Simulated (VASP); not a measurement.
Li, 8 atoms in the cell. The structure is monoclinic, space group C2 (No. 5). Conventional cell: a = 9.111 Å, b = 5.232 Å, c = 9.969 Å, α = 90.00°, β = 113.56°, γ = 90.00°. Li (site symmetry 1) has 6 Li at 2.60 to 3.52 Å within 3.6 Å. Within 3.6 Å of Li (site symmetry 1) lie 6 Li at 2.58 to 3.52 Å. Li (site symmetry 2) has 6 Li at 2.58 to 2.66 Å within 3.4 Å. Within 3.4 Å of Li (site symmetry 1) lie 6 Li at 2.58 to 2.66 Å. Within 3.4 Å of Li (site symmetry 2) lie 6 Li at 2.60 to 2.72 Å. The cell was generated, and may not be a known phase.

| Item | Value |
| --- | --- |
| Program | VASP 6.6.1 |
| Task | single point |
| Functional | PBE |
| Potentials or basis | VASP PAW PBE potentials, release 64 (Li_sv) |
| Cutoff | 520 eV |
| k mesh | 4 × 4 × 2 |
| Occupations | gaussian, width 0.1 eV |
| Spin | no spin polarisation |
| Dipole correction | no |
| Further INCAR settings | ALGO = Normal; EDIFF = 1e-07; NBANDS = 22 |

Potentials or basis: VASP PAW PBE potentials, release 64 (Li_sv).

The run is started by

```sh
$ cat potpaw_PBE.64/Li_sv/POTCAR > POTCAR
$ mpirun -np 1 vasp_std > vasp.out
```

Hardware: 1 thread of Oxide Virtual Turin-like Processor, with other jobs on the host.

Task: How long does it take, and how much memory?

Result: Run time: 92 s on 1 thread of Oxide Virtual Turin-like Processor (shared host), peak memory 0.29 GiB. Counts: scf iterations 14, k points 14.
